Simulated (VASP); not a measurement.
# Rh: single point with r2SCAN

Rh:

```
CELL_PARAMETERS angstrom
2.63680 0.00000 0.00000
-1.31840 2.28353 0.00000
0.00000 0.00000 8.61847
ATOMIC_POSITIONS crystal
Rh 0.66667 0.33333 0.75000
Rh 0.00000 0.00000 0.50000
Rh 0.33333 0.66667 0.25000
Rh 0.00000 0.00000 0.00000
```

| Property | Result |
| --- | --- |
| Program | VASP 6.6.1 |
| Task | single point |
| Functional | r2SCAN |
| Potentials or basis | VASP PAW PBE potentials, release 64 (Rh_pv) |
| Cutoff | 520 eV |
| k mesh | 11 × 11 × 3 |
| Occupations | fermi-dirac, width 0.05 eV |
| Spin | no spin polarisation |

The pressure is 20.4 GPa and the band gap on the k mesh is zero (band 30 reaches 13.57 eV, above the bottom of band 31 at 11.68 eV).

Stress tensor (GPa, compression positive):
```
20.93  0.00  0.00
 0.00 20.93  0.00
 0.00  0.00 19.22
```

Levels at points of the mesh, in eV from the Fermi level:
```csv
k point,band 27,band 28,band 29,band 30,band 31,band 32
"(0.00, 0.00, 0.00)",-2.97,-1.67,-1.67,-0.98,-0.98,-0.40
```

Wall time 2.6 min on 1 thread of AMD EPYC 9R45 96-Core Processor (Zen 5), with other jobs on the host, peak memory 0.16 GiB.

Caveat: the PAW data sets were made with another functional, which shifts forces and pressure a little.
